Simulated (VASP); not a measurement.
Set up this calculation in VASP 6.6.1, as the native input.

* Task: single point
* Functional: LDA
* Potentials or basis: VASP PAW LDA potentials, release 64 (Au)
* Cutoff: 520 eV
* k mesh: 7 × 7 × 16
* Occupations: gaussian, width 0.1 eV
* Spin: no spin polarisation
* Dipole correction: no
* Further INCAR settings: ALGO = Fast; EDIFF = 1e-07; NBANDS = 30

The structure of Au lies in POSCAR:

```
Au
1.0
    6.0277463154      0.0002092514     -0.0641310999
   -2.7318960858      5.3731247392      0.0641310999
   -1.4829172000      0.9095792301      2.1591283949
Au
4
Direct
    0.0000000000      0.5000000000      0.0000000000
    0.5000000000      0.5000000000      0.0000000000
    0.0000000000      0.0000000000      0.0000000000
    0.5000000000      0.0000000000      0.0000000000
```

The input as run:

INCAR

```
PREC = Accurate ; ENCUT = 520
EDIFF = 1E-7 ; ISMEAR = 0
SIGMA = 0.1 ; LREAL = False
LASPH = True ; NELM = 80
ALGO = Fast ; ISIF = 2
LWAVE = False ; LCHARG = True
GGA = CA ; LELF = True
LVHAR = True ; NBANDS = 30
```

KPOINTS

```
regular mesh
0
Gamma
  7 7 16
```

Potentials or basis: VASP PAW LDA potentials, release 64 (Au).

Run with:

```console
$ cat potpaw_LDA.64/Au/POTCAR > POTCAR
$ mpirun -np 1 vasp_std > vasp.out
```

It gave:

```yaml
Pressure: -3.6 GPa
Band_gap_on_the_k_mesh: zero (bands 22 and 23 overlap by 4.92 eV)
```

Caveat: the cell stands under tension; spin-orbit coupling is left out, which moves the levels of the heavy elements.

It took 11 min on 1 thread of Intel Xeon 8259CL, with other jobs on the host, peak memory 0.45 GiB.
